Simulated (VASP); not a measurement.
# SiC (P6_3mc) in VASP: notebook, part 2 of 2

VASP 6.6.1.

## (3) Single point, PBEsol

The input, INCAR:

```
PREC = Accurate
ENCUT = 520
EDIFF = 1E-6
ISMEAR = -1
SIGMA = 0.05
LREAL = F
LASPH = T
NELM = 60
ALGO = Normal
ISIF = 2
LWAVE = F
LCHARG = T
GGA = PS
LELF = T
LVHAR = T
NBANDS = 26
```

The input, KPOINTS:

```
regular mesh
0
Gamma
  10 10 3
```

The input, POSCAR:

```
SiC
1.0
    3.0129072637      0.0000000000      0.0000000000
   -1.5064536318      2.6092542296      0.0000000000
    0.0000000000      0.0000000000      9.8650653976
Si C
4 4
Direct
    0.0000000000      0.0000000000      0.1878943800
    0.0000000000      0.0000000000      0.6878943800
    0.3333333333      0.6666666667      0.4378419800
    0.6666666667      0.3333333333      0.9378419800
    0.0000000000      0.0000000000      0.0004600500
    0.0000000000      0.0000000000      0.5004600500
    0.3333333333      0.6666666667      0.2498025900
    0.6666666667      0.3333333333      0.7498025900
```

Potentials or basis: VASP PAW PBE potentials, release 64 (Si, C).

Run with:

```bash
$ cat potpaw_PBE.64/Si/POTCAR potpaw_PBE.64/C/POTCAR > POTCAR
$ mpirun -np 1 vasp_std > vasp.out
```

OUTCAR:

```text
PREC = Accurate
   ENCUT = 520
   EDIFF = 1E-6
   ISMEAR = -1
   LREAL = F
   LASPH = T
   NELM = 60
   ISIF = 2
   GGA = PS

 ion  position               nearest neighbor table
   1  0.000  0.000  0.188-   7 1.84   7 1.84   7 1.84   5 1.85   3 3.02   3 3.02   3 3.02   4 3.02
                             4 3.02   4 3.02
   2  0.000  0.000  0.688-   8 1.84   8 1.84   8 1.84   6 1.85   4 3.02   4 3.02   4 3.02   3 3.02
                             3 3.02   3 3.02
   3  0.333  0.667  0.438-   6 1.85   6 1.85   6 1.85   7 1.86   1 3.02   1 3.02   1 3.02   2 3.02
                             2 3.02   2 3.02
   4  0.667  0.333  0.938-   5 1.85   5 1.85   5 1.85   8 1.86   2 3.02   2 3.02   2 3.02   1 3.02
                             1 3.02   1 3.02
   5  0.000  0.000  0.000-   4 1.85   4 1.85   4 1.85   1 1.85
   6  0.000  0.000  0.500-   3 1.85   3 1.85   3 1.85   2 1.85
   7  0.333  0.667  0.250-   1 1.84   1 1.84   1 1.84   3 1.86
   8  0.667  0.333  0.750-   2 1.84   2 1.84   2 1.84   4 1.86

  LATTYP: Found a hexagonal cell.
 ALAT       =     3.0129072637
 C/A-ratio  =     3.2742678530

  Lattice vectors:

 A1 = (   3.0129072637,   0.0000000000,   0.0000000000)
[... 190 lines left out ...]

 E-fermi :   9.8790     XC(G=0): -11.7844

 val. band max:        8.8750505591   @ k =   0.0000   0.0000   0.0000
 cond. band min:      10.9920323123   @ k =   0.5000  -0.0000   0.0000
 fundamental gap:      2.1169817532
 Fermi energy:         9.8789650885

 k-point     1 :       0.0000    0.0000    0.0000
  band No.  band energies     occupation
      1      -7.1522      2.00000
      2      -5.9071      2.00000
      3      -5.8664      2.00000
      4      -3.2998      2.00000
      5      -0.1761      2.00000
      6       4.3439      2.00000
[... 685 lines left out ...]
     25      17.1873      0.00000
     26      18.0497      0.00000

 [... further k-points ...]
[... 5 lines left out ...]
  --------------------------------------------------------------------------------------
  -------------------------------------------------------------------------------------
  Total        8.0329426      8.0329426      7.8564932      0.0000000      0.0000000     -0.0000000
  in kB      165.9522387    165.9522387    162.3069772      0.0000000      0.0000000     -0.0000000
  external PRESSURE =     164.7371515 kB  Pullay stress =       0.0000000 kB

 VOLUME and BASIS-vectors are now :
 -----------------------------------------------------------------------------
  energy-cutoff  :      520.00
  volume of cell :       77.55
      direct lattice vectors                 reciprocal lattice vectors
     3.012907264  0.000000000  0.000000000     0.331905337  0.191625636  0.000000000
    -1.506453632  2.609254230  0.000000000     0.000000000  0.383251271  0.000000000
     0.000000000  0.000000000  9.865065398     0.000000000  0.000000000  0.101367802

 POSITION                                       TOTAL-FORCE (eV/Angst)
 -----------------------------------------------------------------------------------
      0.00000      0.00000      1.85359         0.000000      0.000000      0.012526
      0.00000      0.00000      6.78612        -0.000000      0.000000      0.012526
     -0.00000      1.73950      4.31934        -0.000000      0.000000     -0.026783
      1.50645      0.86975      9.25187        -0.000000      0.000000     -0.026783
      0.00000      0.00000      0.00454        -0.000000      0.000000     -0.000704
      0.00000      0.00000      4.93707         0.000000     -0.000000     -0.000704
     -0.00000      1.73950      2.46432         0.000000      0.000000      0.014960
      1.50645      0.86975      7.39685         0.000000     -0.000000      0.014960
 -----------------------------------------------------------------------------------
    total drift:                               -0.000000     -0.000000      0.000551

  FREE ENERGIE OF THE ION-ELECTRON SYSTEM (eV)
  ---------------------------------------------------
  free  energy   TOTEN  =       -63.4138881425 eV

  energy  without entropy=      -63.4138881424  energy(sigma->0) =      -63.41388814
```

stdout:

```text
POSCAR found type information on POSCAR SiC
 POSCAR found :  2 types and       8 ions
 scaLAPACK will be used
 -----------------------------------------------------------------------------
|                                                                             |
|                                                                             |
|     You enforced a specific xc type in the INCAR file but a different       |
|     I HOPE YOU KNOW WHAT YOU ARE DOING!                                     |
|                                                                             |
 -----------------------------------------------------------------------------

 LDA part: xc-table for (Slater+PW92), standard interpolation
 POSCAR, INCAR and KPOINTS ok, starting setup
 FFT: planning ... GRIDC
 FFT: planning ... GRID_SOFT
 FFT: planning ... GRID
 WAVECAR not read
 entering main loop
```

Wall time 68 s (1 thread of Intel Xeon 8259CL, shared host); peak memory 0.21 GiB.

What came out:

| Property | Result |
| --- | --- |
| Free energy | -63.4139 eV |
| Pressure | 16.5 GPa |
| Largest force | 0.027 eV/Å |
| Band gap on the k mesh | 2.12 eV, indirect (least direct gap 3.26 eV) |

Forces on the atoms (eV/Å):
```
Si   0.000  0.000  0.013
Si   0.000  0.000  0.013
Si   0.000  0.000 -0.027
Si   0.000  0.000 -0.027
C    0.000  0.000 -0.001
C    0.000  0.000 -0.001
C    0.000  0.000  0.015
C    0.000  0.000  0.015
```

Caveat: the PAW data sets were made with another functional, which shifts forces and pressure a little. A hybrid or GW would open this gap; PBEsol tends to underestimate it.

## (4) Single point, PBE+D3(BJ)

This run uses another cell than the first one, of 9.90 Å³/atom, 1.021 times its volume.

The input, INCAR:

```
SYSTEM = SiC
ALGO = Normal
EDIFF = 1E-6
ENCUT = 520
GGA = PE
ISIF = 2
ISMEAR = -1
IVDW = 12
LASPH = .True.
LCHARG = .False.
LREAL = .False.
LWAVE = .False.
NBANDS = 26
NELM = 100
PREC = Accurate
SIGMA = 0.05
```

The input, KPOINTS:

```
k-points
0
Gamma
  10 10 3
  0 0 0
```

Edit POSCAR of step 3 so:

```diff
@@ -2,5 +2,5 @@
 1.0
-    3.0129072637      0.0000000000      0.0000000000
-   -1.5064536318      2.6092542296      0.0000000000
-    0.0000000000      0.0000000000      9.8650653976
+    3.0341256196      0.0000000000      0.0000000000
+   -1.5170628097      2.6276298648      0.0000000000
+    0.0000000000      0.0000000000      9.9345399781
 Si C
```

Run with:

```bash
$ cat potpaw_PBE.64/Si/POTCAR potpaw_PBE.64/C/POTCAR > POTCAR
$ mpirun -np 1 vasp_std > vasp.out
```

Run time: 68 s. Hardware: 1 thread of Intel Xeon 8259CL, shared host; peak memory 0.22 GiB.

It converged, with:

| Item | Value |
| --- | --- |
| Free energy | -62.5659 eV |
| Pressure | 8.8 GPa |
| Largest force | 0.019 eV/Å |
| Band gap on the k mesh | 2.23 eV, indirect (least direct gap 3.36 eV) |
| Dispersion energy per atom | -0.314 eV |

Forces on the atoms (eV/Å):
```
Si   0.000  0.000  0.008
Si   0.000  0.000  0.008
Si   0.000  0.000 -0.019
Si   0.000  0.000 -0.019
C    0.000  0.000 -0.002
C    0.000  0.000 -0.002
C    0.000  0.000  0.013
C    0.000  0.000  0.013
```

Stress tensor (GPa, compression positive):
```
8.90 0.00 0.00
0.00 8.90 0.00
0.00 0.00 8.64
```

Levels at points of the mesh, in eV from the valence-band top:
```
           k point  band 12  band 13  band 14  band 15  band 16  band 17  band 18  band 19  band 20  band 21
(0.00, 0.00, 0.00)    -0.59    -0.59    -0.05     0.00     0.00     5.47     6.05     6.71     6.79     7.21
(0.50, 0.00, 0.00)    -2.45    -2.41    -2.26    -1.61    -1.13     2.23     2.39     4.35     5.00     5.49
```

A k mesh can miss the band edges. A hybrid or GW would open this gap; PBE tends to underestimate it.

## (5) Single point, revPBE+D3(BJ)

This run uses another cell than the first one, of 9.90 Å³/atom, 1.021 times its volume.

The input, INCAR:

```
ALGO = Normal
EDIFF = 1E-6
ENCUT = 520
GGA = RE
ISIF = 2
ISMEAR = -1
IVDW = 12
LASPH = T
LCHARG = F
LREAL = F
LWAVE = F
NBANDS = 26
NELM = 60
PREC = Accurate
SIGMA = 0.05
```

The input, KPOINTS:

```
k-points
0
Gamma
  10 10 3
```

POSCAR is that of step 4.

Run with:

```bash
$ cat potpaw_PBE.64/Si/POTCAR potpaw_PBE.64/C/POTCAR > POTCAR
$ mpirun -np 1 vasp_std > vasp.out
```

Run time: 74 s. Hardware: 1 thread of Intel Xeon 8259CL, shared host; peak memory 0.22 GiB.

The run converged. Its results:

- Free energy: -62.5527 eV
- Pressure: 5.9 GPa
- Largest force: 0.023 eV/Å
- Band gap on the k mesh: 2.24 eV, indirect (least direct gap 3.36 eV)
- Dispersion energy per atom: -0.626 eV

Forces in eV/Å, atoms in the order of the input:
```
Si   0.000  0.000  0.008
Si   0.000  0.000  0.008
Si   0.000  0.000 -0.023
Si   0.000  0.000 -0.023
C    0.000  0.000  0.001
C    0.000  0.000  0.001
C    0.000  0.000  0.014
C    0.000  0.000  0.014
```

Stress tensor (GPa, compression positive):
```
5.97 0.00 0.00
0.00 5.97 0.00
0.00 0.00 5.72
```

Levels at points of the mesh, in eV from the valence-band top:
| k point | band 13 | band 14 | band 15 | band 16 | band 17 | band 18 | band 19 | band 20 |
| --- | --- | --- | --- | --- | --- | --- | --- | --- |
| (0.00, 0.00, 0.00) | -0.58 | -0.05 | 0.00 | 0.00 | 5.50 | 6.08 | 6.74 | 6.80 |
| (0.50, 0.00, 0.00) | -2.41 | -2.26 | -1.60 | -1.13 | 2.24 | 2.40 | 4.38 | 5.03 |

Caveat: the PAW data sets were made with another functional, which shifts forces and pressure a little. Expect the measured gap to be larger: semilocal functionals such as revPBE lack the derivative discontinuity.

## (6) Summary

```tsv
level	cell	gap on the mesh (eV)	pressure (GPa)	largest force (eV/Å)
revPBE+D3(BJ)	a = 3.013, b = 3.013, c = 9.865 Å, angles 90.0, 90.0, 120.0°, 8 atoms	2.24	11.3	0.03
PBEsol	a = 3.013, b = 3.013, c = 9.865 Å, angles 90.0, 90.0, 120.0°, 8 atoms	2.12	16.5	0.03
PBE+D3(BJ)	a = 3.034, b = 3.034, c = 9.935 Å, angles 90.0, 90.0, 120.0°, 8 atoms	2.23	8.8	0.02
revPBE+D3(BJ)	a = 3.034, b = 3.034, c = 9.935 Å, angles 90.0, 90.0, 120.0°, 8 atoms	2.24	5.9	0.02
```

Alike in all rows: task single point; potentials or basis VASP PAW PBE potentials, release 64 (Si, C); no spin polarisation; k mesh 10 × 10 × 3; cutoff (eV) 520; smearing fermi-dirac 0.05 eV.

Caveats: the PAW data sets were made with another functional, which shifts forces and pressure a little (some runs).

Total energies depend on the potentials used, so only differences within one code and one set of settings carry meaning.
